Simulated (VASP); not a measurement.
# Al3GaN4 (P-43m) in VASP: further runs

Al3GaN4 is run at these levels: LDA; tasks: relaxation of cell and atoms.

Program: VASP 6.6.1. These are calculated values, not measurements. Logs are shortened: lines on timing, memory, paths and dates and some standing lists are left out, and cuts for length are marked.

## 1. The cell of the first run

It takes space group P-43m (No. 215, cubic). The conventional cell has a = 4.370 Å, b = 4.370 Å, c = 4.370 Å, α = 90.00°, β = 90.00°, γ = 90.00°. Within 2.5 Å of Al (site symmetry -42m) lie 4 N at 1.88 Å. Ga (site symmetry -43m) has 4 N at 1.93 Å within 2.6 Å. Within 2.5 Å of N (site symmetry 3m) lie 3 Al at 1.88 Å and 1 Ga at 1.93 Å.

## 2. Relaxation of cell and atoms, LDA

INCAR reads:

```
SYSTEM = Al3GaN4
PREC     = Accurate       ! precision mode
ENCUT    = 600            ! plane-wave cutoff, eV
EDIFF    = 1E-7           ! SCF threshold, eV
ISMEAR   = 0              ! smearing method
SIGMA    = 0.01           ! smearing width, eV
LREAL    = .FALSE.        ! projectors in reciprocal space
LASPH    = .TRUE.         ! aspherical terms in the spheres
NELM     = 100            ! most SCF steps
ALGO     = Normal         ! electronic algorithm
ISIF     = 3              ! what is computed and relaxed
LWAVE    = .FALSE.        ! write WAVECAR
LCHARG   = .FALSE.        ! write CHGCAR
IBRION   = 2              ! ionic algorithm
NSW      = 80             ! ionic steps
EDIFFG   = -0.001         ! ionic threshold
```

KPOINTS reads:

```
Automatic mesh
0
G
  6 6 6
  0 0 0
```

POSCAR reads:

```
Al3GaN4
1.0
    4.3702240539      0.0000000000      0.0000000000
    0.0000000000      4.3702240539      0.0000000000
    0.0000000000      0.0000000000      4.3702240539
Al Ga N
3 1 4
Direct
    0.5000000000      0.5000000000      0.0000000000
    0.5000000000      0.0000000000      0.5000000000
    0.0000000000      0.5000000000      0.5000000000
    0.0000000000      0.0000000000      0.0000000000
    0.7448945398      0.7448945398      0.2551054602
    0.7448945398      0.2551054602      0.7448945398
    0.2551054602      0.7448945398      0.7448945398
    0.2551054602      0.2551054602      0.2551054602
```

Potentials or basis: VASP PAW LDA potentials, release 64 (Al, Ga_d, N).

Started as:

```console
> cat potpaw_LDA.64/Al/POTCAR potpaw_LDA.64/Ga_d/POTCAR potpaw_LDA.64/N/POTCAR > POTCAR
> mpirun -np 1 vasp_std > vasp.out
```

OUTCAR:

```text
SYSTEM = Al3GaN4
   PREC = Accurate
   ENCUT = 600
   EDIFF = 1E-7
   ISMEAR = 0
   LREAL = .FALSE.
   LASPH = .TRUE.
   NELM = 100
   ISIF = 3
   IBRION = 2
   NSW = 80
   EDIFFG = -0.001

 ion  position               nearest neighbor table
   1  0.500  0.500  0.000-   5 1.88   6 1.88   7 1.88   8 1.88   3 3.09   4 3.09   2 3.09   2 3.09
                             3 3.09   2 3.09   4 3.09   2 3.09   3 3.09   4 3.09   3 3.09   4 3.09
   2  0.500  0.000  0.500-   5 1.88   6 1.88   7 1.88   8 1.88   3 3.09   4 3.09   1 3.09   1 3.09
                             4 3.09   1 3.09   3 3.09   1 3.09   3 3.09   4 3.09   4 3.09   3 3.09
   3  0.000  0.500  0.500-   5 1.88   6 1.88   7 1.88   8 1.88   2 3.09   4 3.09   1 3.09   1 3.09
                             4 3.09   2 3.09   4 3.09   4 3.09   1 3.09   2 3.09   1 3.09   2 3.09
   4  0.000  0.000  0.000-   5 1.93   6 1.93   7 1.93   8 1.93   2 3.09   3 3.09   1 3.09   2 3.09
                             3 3.09   1 3.09   3 3.09   3 3.09   1 3.09   2 3.09   2 3.09   1 3.09
   5  0.745  0.745  0.255-   1 1.88   2 1.88   3 1.88   4 1.93
   6  0.745  0.255  0.745-   1 1.88   2 1.88   3 1.88   4 1.93
   7  0.255  0.745  0.745-   1 1.88   2 1.88   3 1.88   4 1.93
   8  0.255  0.255  0.255-   1 1.88   2 1.88   3 1.88   4 1.93

  LATTYP: Found a simple cubic cell.
 ALAT       =     4.3702240539

  Lattice vectors:

 A1 = (   4.3702240539,   0.0000000000,   0.0000000000)
 A2 = (   0.0000000000,   4.3702240539,   0.0000000000)
 A3 = (   0.0000000000,   0.0000000000,   4.3702240539)

Analysis of symmetry for initial positions (statically):
=====================================================================
 Subroutine PRICEL returns:
 Original cell was already a primitive cell.

 Routine SETGRP: Setting up the symmetry group for a
 simple cubic supercell.

 Subroutine GETGRP returns: Found 24 space group operations
 (whereof 24 operations were pure point group operations)
 out of a pool of 48 trial point group operations.

The static configuration has the point symmetry T_d .

Analysis of symmetry for dynamics (positions and initial velocities):
=====================================================================
 Subroutine PRICEL returns:
 Original cell was already a primitive cell.

 Routine SETGRP: Setting up the symmetry group for a
 simple cubic supercell.

 Subroutine GETGRP returns: Found 24 space group operations
 (whereof 24 operations were pure point group operations)
 out of a pool of 48 trial point group operations.

The dynamic configuration has the point symmetry T_d .

 Subroutine INISYM returns: Found 24 space group operations
 (whereof 24 operations are pure point group operations),
 and found     1 'primitive' translations

[... 95 lines left out ...]
   ISPIN  =      1    spin polarized calculation?
   LNONCOLLINEAR =      F non collinear calculations
   LSORBIT =      F    spin-orbit coupling
   LASPH  =      T    aspherical Exc in radial PAW
   ENCUT  =  600.0 eV  44.10 Ry    6.64 a.u.   8.73  8.73  8.73*2*pi/ulx,y,z
   NELM   =    100;   NELMIN=  2; NELMDL= -5     # of ELM steps
   EDIFF  = 0.1E-06   stopping-criterion for ELM
   LREAL  =      F    real-space projection
   EDIFFG = -.1E-02   stopping-criterion for IOM
   NSW    =     80    number of steps for IOM
   IBRION =      2    ionic relax: 0-MD 1-quasi-New 2-CG
   NFREE  =      1    steps in history (QN), initial steepest desc. (CG)
   ISIF   =      3    stress and relaxation
   ISYM   =      2    0-nonsym 1-usesym 2-fastsym
   POTIM  = 0.5000    time-step for ionic-motion
   TEBEG  =    0.0;   TEEND  =   0.0 temperature during run
   PSTRESS=    0.0 pullay stress
   NELECT =      42.0000    total number of electrons
   NUPDOWN=      -1.0000    fix difference up-down
   EMIN   =  10.00;   EMAX   =-10.00  energy-range for DOS
   EFERMI =   0.00;   METHOD = LEGACY
   ISMEAR =     0;   SIGMA  =   0.01  broadening in eV -4-tet -1-fermi 0-gaus
   EFERMI_NEDOS =   21; number of points for ismear=-14 and -15
   IALGO  =     38    algorithm
   IMIX   =      4    mixing-type and parameters
     AMIX     =   0.40;   BMIX     =  1.00
     AMIX_MAG =   1.60;   BMIX_MAG =  1.00
  volume/ion in A,a.u.               =      10.43        70.41
  Fermi-wavevector in a.u.,A,eV,Ry     =   1.302130  2.460668 23.069244  1.695542
  Thomas-Fermi vector in A             =   2.433218
   LORBIT       =      0    0 simple, 1 ext, 2 COOP (PROOUT), +10 PAW based schemes
   GGA     = CA    functional components
   LHFCALC =     F    Hartree Fock is set to
   AEXX    =    0.0000 exact exchange contribution
   IVDW    =     0    specifies the selected vdW correction
   LEPSILON=     F    determine dielectric tensor
   LRPA    =     F    only Hartree local field effects (RPA)
 conjugate gradient relaxation of ions
 non-spin polarized calculation
 Gauss-broadening in eV      SIGMA  =   0.01
  energy-cutoff  :      600.00
  volume of cell :       83.47
 maximum number of plane-waves:      2803
 NGX is ok and might be reduce to    36
   NGX = 17   NGY = 17   NGZ = 17

--------------------------------------- Ionic step        1  -------------------------------------------

 number of electron      41.9999997 magnetization

 Free energy of the ion-electron system (eV)
  ---------------------------------------------------
  ext. energy  EPLUGINS =         0.00000000
  ---------------------------------------------------
  free energy    TOTEN  =       -63.07000375 eV

  energy without entropy =      -63.07000375  energy(sigma->0) =      -63.07000375

------------------------ aborting loop because EDIFF is reached ----------------------------------------

  FORCE on cell =-STRESS in cart. coord.  units (eV):
  Direction    XX          YY          ZZ          XY          YZ          ZX
  --------------------------------------------------------------------------------------
  -------------------------------------------------------------------------------------
  Total        0.3450113      0.3450113      0.3450113      0.0000000     -0.0000000      0.0000000
  in kB        6.6226643      6.6226643      6.6226643      0.0000000     -0.0000000      0.0000000
  external PRESSURE =       6.6226643 kB  Pullay stress =       0.0000000 kB
[... 281 lines left out ...]
--------------------------------------- Ionic step        8  -------------------------------------------

 number of electron      41.9999994 magnetization

 Free energy of the ion-electron system (eV)
  ---------------------------------------------------
  ext. energy  EPLUGINS =         0.00000000
  ---------------------------------------------------
  free energy    TOTEN  =       -63.07059031 eV

  energy without entropy =      -63.07059031  energy(sigma->0) =      -63.07059031

 E-fermi :   5.7493     XC(G=0): -11.5873

 val. band max:        5.6795439684   @ k =   0.0000   0.0000   0.0000
 cond. band min:       9.0418949530   @ k =   0.0000   0.0000   0.0000
 fundamental gap:      3.3623509846
 Fermi energy:         5.7493247863

 k-point     1 :       0.0000    0.0000    0.0000
  band No.  band energies     occupation
      1      -9.4892      2.00000
      2      -7.7841      2.00000
      3      -7.7841      2.00000
      4      -7.7841      2.00000
      5      -7.0803      2.00000
      6      -7.0803      2.00000
[... 604 lines left out ...]
  FREE ENERGIE OF THE ION-ELECTRON SYSTEM (eV)
  ---------------------------------------------------
  free  energy   TOTEN  =       -63.0705903147 eV

  energy  without entropy=      -63.0705903147  energy(sigma->0) =      -63.07059031

 reached required accuracy - stopping structural energy minimisation
```

Run time: 5.2 min. Hardware: 1 thread of Intel Xeon 8259CL, shared host; peak memory 0.21 GiB.

What came out:

| Quantity | Value |
| --- | --- |
| Free energy | -63.0706 eV |
| Relaxed volume | 10.47 Å³/atom |
| Relaxed cell | a = 4.375 Å, b = 4.375 Å, c = 4.375 Å, α = 90.00°, β = 90.00°, γ = 90.00° |
| Space group after relaxing (to 0.1 Å) | P-43m (No. 215) |
| Energy gained by relaxing | 0.1 meV/atom |
| Ionic steps | 8 |
| Pressure after relaxing | 0.0 GPa |
| Band gap on the k mesh | 3.36 eV |

The path:
```
step  energy change (eV)  largest force (eV/Å)  pressure (GPa)  volume (Å³)
   1              0.0000                0.0241            0.66        83.47
   2             -0.0001                0.0072           -0.63        83.99
   3             -0.0006                0.0080            0.04        83.73
   4             -0.0006                0.0066           -0.06        83.75
   5             -0.0006                0.0071           -0.03        83.74
   6             -0.0006                0.0015           -0.02        83.74
   7             -0.0006                0.0005           -0.02        83.74
   8             -0.0006                0.0001            0.01        83.72
```

Final structure:
```cif
data_structure
_symmetry_space_group_name_H-M 'P 1'
_symmetry_Int_Tables_number 1
_cell_length_a 4.3747
_cell_length_b 4.3747
_cell_length_c 4.3747
_cell_angle_alpha 90.000
_cell_angle_beta 90.000
_cell_angle_gamma 90.000
_cell_volume 83.72
loop_
_atom_site_label
_atom_site_type_symbol
_atom_site_fract_x
_atom_site_fract_y
_atom_site_fract_z
_atom_site_occupancy
Al1 Al 0.50000 0.50000 0.00000 1
Al2 Al 0.50000 0.00000 0.50000 1
Al3 Al 0.00000 0.50000 0.50000 1
Ga1 Ga 0.00000 0.00000 0.00000 1
N1 N 0.74477 0.74477 0.25523 1
N2 N 0.74477 0.25523 0.74477 1
N3 N 0.25523 0.74477 0.74477 1
N4 N 0.25523 0.25523 0.25523 1
```

Levels at points of the mesh, in eV from the valence-band top:
```
           k point  band 17  band 18  band 19  band 20  band 21  band 22  band 23  band 24  band 25  band 26
(0.00, 0.00, 0.00)    -2.01    -2.01     0.00     0.00     0.00     3.36     3.36     3.36     3.70     6.98
(0.50, 0.00, 0.00)    -2.63    -1.24    -1.24    -0.96    -0.96     5.66     5.71     6.11     6.11     8.55
(0.50, 0.50, 0.00)    -2.61    -0.85    -0.55    -0.55    -0.55     7.44     7.56     7.56     7.81     8.02
(0.50, 0.50, 0.50)    -0.60    -0.60    -0.39    -0.39    -0.39     5.62     7.09     7.09     7.09     9.48
```

## 3. Relaxation of cell and atoms, LDA

This run uses another cell than the first one, of 10.66 Å³/atom.

INCAR reads:

```
ALGO = Normal ; EDIFF = 1E-7
EDIFFG = -0.005 ; ENCUT = 600
GGA = CA ; IBRION = 2
ISIF = 3 ; ISMEAR = 0
LASPH = T ; LCHARG = F
LREAL = F ; LWAVE = F
NELM = 100 ; NSW = 100
PREC = Accurate ; SIGMA = 0.02
```

KPOINTS reads:

```
k-points
0
Gamma
  6 6 6
```

POSCAR reads:

```
Al3GaN4
1.0
    4.4014385300      0.0000000000      0.0000000000
    0.0000000000      4.4014385300      0.0000000000
    0.0000000000      0.0000000000      4.4014385300
Al Ga N
3 1 4
Direct
    0.5000000000      0.5000000000      0.0000000000
    0.5000000000      0.0000000000      0.5000000000
    0.0000000000      0.5000000000      0.5000000000
    0.0000000000      0.0000000000      0.0000000000
    0.7441634300      0.7441634300      0.2558365700
    0.7441634300      0.2558365700      0.7441634300
    0.2558365700      0.7441634300      0.7441634300
    0.2558365700      0.2558365700      0.2558365700
```

Potentials or basis: VASP PAW LDA potentials, release 64 (Al, Ga_d, N).

Started as:

```console
> cat potpaw_LDA.64/Al/POTCAR potpaw_LDA.64/Ga_d/POTCAR potpaw_LDA.64/N/POTCAR > POTCAR
> mpirun -np 1 vasp_std > vasp.out
```

Wall time 5.8 min (1 thread of Intel Xeon 8259CL, shared host); peak memory 0.21 GiB.

Results (log left out):

| Item | Value |
| --- | --- |
| Free energy | -63.0726 eV |
| Relaxed volume | 10.46 Å³/atom |
| Relaxed cell | a = 4.374 Å, b = 4.374 Å, c = 4.374 Å, α = 90.00°, β = 90.00°, γ = 90.00° |
| Space group after relaxing (to 0.1 Å) | P-43m (No. 215) |
| Energy gained by relaxing | 2.4 meV/atom |
| Ionic steps | 6 |
| Pressure after relaxing | 0.1 GPa |
| Band gap on the k mesh | 3.36 eV |

The path:
```tsv
step	energy change (eV)	largest force (eV/Å)	pressure (GPa)	volume (Å³)
1	0.0000	0.1156	-3.67	85.27
2	-0.0026	0.0284	3.73	82.29
3	-0.0189	0.0450	0.04	83.70
4	-0.0189	0.0434	0.12	83.67
5	-0.0191	0.0079	0.06	83.70
6	-0.0191	0.0011	0.07	83.69
```

Final structure:
```cif
data_structure
_symmetry_space_group_name_H-M 'P 1'
_symmetry_Int_Tables_number 1
_cell_length_a 4.3742
_cell_length_b 4.3742
_cell_length_c 4.3742
_cell_angle_alpha 90.000
_cell_angle_beta 90.000
_cell_angle_gamma 90.000
_cell_volume 83.69
loop_
_atom_site_label
_atom_site_type_symbol
_atom_site_fract_x
_atom_site_fract_y
_atom_site_fract_z
_atom_site_occupancy
Al1 Al 0.50000 0.50000 0.00000 1
Al2 Al 0.50000 0.00000 0.50000 1
Al3 Al 0.00000 0.50000 0.50000 1
Ga1 Ga 0.00000 0.00000 0.00000 1
N1 N 0.74478 0.74478 0.25522 1
N2 N 0.74478 0.25522 0.74478 1
N3 N 0.25522 0.74478 0.74478 1
N4 N 0.25522 0.25522 0.25522 1
```

Levels at points of the mesh, in eV from the valence-band top:
```
           k point  band 17  band 18  band 19  band 20  band 21  band 22  band 23  band 24  band 25  band 26
(0.00, 0.00, 0.00)    -2.01    -2.01     0.00     0.00     0.00     3.36     3.36     3.36     3.70     6.98
(0.50, 0.00, 0.00)    -2.63    -1.24    -1.24    -0.96    -0.96     5.67     5.71     6.11     6.11     8.55
(0.50, 0.50, 0.00)    -2.61    -0.85    -0.55    -0.55    -0.55     7.45     7.56     7.56     7.82     8.02
(0.50, 0.50, 0.50)    -0.60    -0.60    -0.39    -0.39    -0.39     5.63     7.09     7.09     7.09     9.48
```

A k mesh can miss the band edges.

## 4. Relaxation of cell and atoms, LDA

This run uses another cell than the first one, of 10.70 Å³/atom.

INCAR reads:

```
SYSTEM = Al3GaN4
PREC     = Accurate       ! precision mode
ENCUT    = 600            ! plane-wave cutoff, eV
EDIFF    = 1E-7           ! SCF threshold, eV
ISMEAR   = 0              ! smearing method
SIGMA    = 0.01           ! smearing width, eV
LREAL    = .FALSE.        ! projectors in reciprocal space
LASPH    = .TRUE.         ! aspherical terms in the spheres
NELM     = 100            ! most SCF steps
ALGO     = Normal         ! electronic algorithm
ISIF     = 3              ! what is computed and relaxed
LWAVE    = .FALSE.        ! write WAVECAR
LCHARG   = .FALSE.        ! write CHGCAR
IBRION   = 2              ! ionic algorithm
NSW      = 80             ! ionic steps
EDIFFG   = -0.001         ! ionic threshold
```

KPOINTS reads:

```
Automatic mesh
0
G
  6 6 6
  0 0 0
```

POSCAR reads:

```
Al3GaN4
1.0
    4.4071832165      0.0000000000      0.0000000000
    0.0000000000      4.4071832165      0.0000000000
    0.0000000000      0.0000000000      4.4071832165
Al Ga N
3 1 4
Direct
    0.5000000000      0.5000000000      0.0000000000
    0.5000000000      0.0000000000      0.5000000000
    0.0000000000      0.5000000000      0.5000000000
    0.0000000000      0.0000000000      0.0000000000
    0.7447085554      0.7447085554      0.2552914446
    0.7447085554      0.2552914446      0.7447085554
    0.2552914446      0.7447085554      0.7447085554
    0.2552914446      0.2552914446      0.2552914446
```

Started as:

```console
> cat potpaw_LDA.64/Al/POTCAR potpaw_LDA.64/Ga_d/POTCAR potpaw_LDA.64/N/POTCAR > POTCAR
> mpirun -np 1 vasp_std > vasp.out
```

Run time: 6.3 min. Hardware: 1 thread of Intel Xeon 8259CL, shared host; peak memory 0.21 GiB.

Results (log left out):

```yaml
Free_energy: -63.0731 eV
Relaxed_volume: 10.47 Å³/atom
Relaxed_cell: a = 4.375 Å, b = 4.375 Å, c = 4.375 Å, α = 90.00°, β = 90.00°, γ = 90.00°
Space_group_after_relaxing_to_0.1_Å: P-43m (No. 215)
Energy_gained_by_relaxing: 3.3 meV/atom
Ionic_steps: 7
Pressure_after_relaxing: 0.0 GPa
Band_gap_on_the_k_mesh: 3.36 eV
```

The path:
```tsv
step	energy change (eV)	largest force (eV/Å)	pressure (GPa)	volume (Å³)
1	0.0000	0.0161	-4.43	85.60
2	-0.0024	0.0126	4.54	81.99
3	-0.0265	0.0029	-0.02	83.73
4	-0.0265	0.0025	0.08	83.69
5	-0.0265	0.0001	-0.08	83.75
6	-0.0265	0.0011	0.00	83.72
7	-0.0265	0.0008	0.00	83.72
```

Final structure:
```cif
data_structure
_symmetry_space_group_name_H-M 'P 1'
_symmetry_Int_Tables_number 1
_cell_length_a 4.3747
_cell_length_b 4.3747
_cell_length_c 4.3747
_cell_angle_alpha 90.000
_cell_angle_beta 90.000
_cell_angle_gamma 90.000
_cell_volume 83.72
loop_
_atom_site_label
_atom_site_type_symbol
_atom_site_fract_x
_atom_site_fract_y
_atom_site_fract_z
_atom_site_occupancy
Al1 Al 0.50000 0.50000 0.00000 1
Al2 Al 0.50000 0.00000 0.50000 1
Al3 Al 0.00000 0.50000 0.50000 1
Ga1 Ga 0.00000 0.00000 0.00000 1
N1 N 0.74477 0.74477 0.25523 1
N2 N 0.74477 0.25523 0.74477 1
N3 N 0.25523 0.74477 0.74477 1
N4 N 0.25523 0.25523 0.25523 1
```

Levels at points of the mesh, in eV from the valence-band top:
```
           k point  band 17  band 18  band 19  band 20  band 21  band 22  band 23  band 24  band 25  band 26
(0.00, 0.00, 0.00)    -2.01    -2.01     0.00     0.00     0.00     3.36     3.36     3.36     3.70     6.98
(0.50, 0.00, 0.00)    -2.63    -1.24    -1.24    -0.96    -0.96     5.66     5.71     6.11     6.11     8.55
(0.50, 0.50, 0.00)    -2.61    -0.85    -0.55    -0.55    -0.55     7.44     7.56     7.56     7.81     8.02
(0.50, 0.50, 0.50)    -0.60    -0.60    -0.39    -0.39    -0.39     5.62     7.09     7.09     7.09     9.48
```

A k mesh can miss the band edges.

## 5. The runs side by side

```tsv
cell	smearing	gap on the mesh (eV)	pressure (GPa)	relaxed volume (Å³/atom)
relaxed from a = 4.370 Å, 8 atoms, atomic positions A	gaussian 0.01 eV	3.36	0.0	10.47
relaxed from a = 4.401 Å, 8 atoms, atomic positions B	gaussian 0.02 eV	3.36	0.1	10.46
relaxed from a = 4.407 Å, 8 atoms, atomic positions C	gaussian 0.01 eV	3.36	0.0	10.47
```

Alike in all rows: task relaxation of cell and atoms; level LDA; potentials or basis VASP PAW LDA potentials, release 64 (Al, Ga_d, N); no spin polarisation; k mesh 6 × 6 × 6; cutoff (eV) 600.

Total energies depend on the potentials used, so only differences within one code and one set of settings carry meaning.
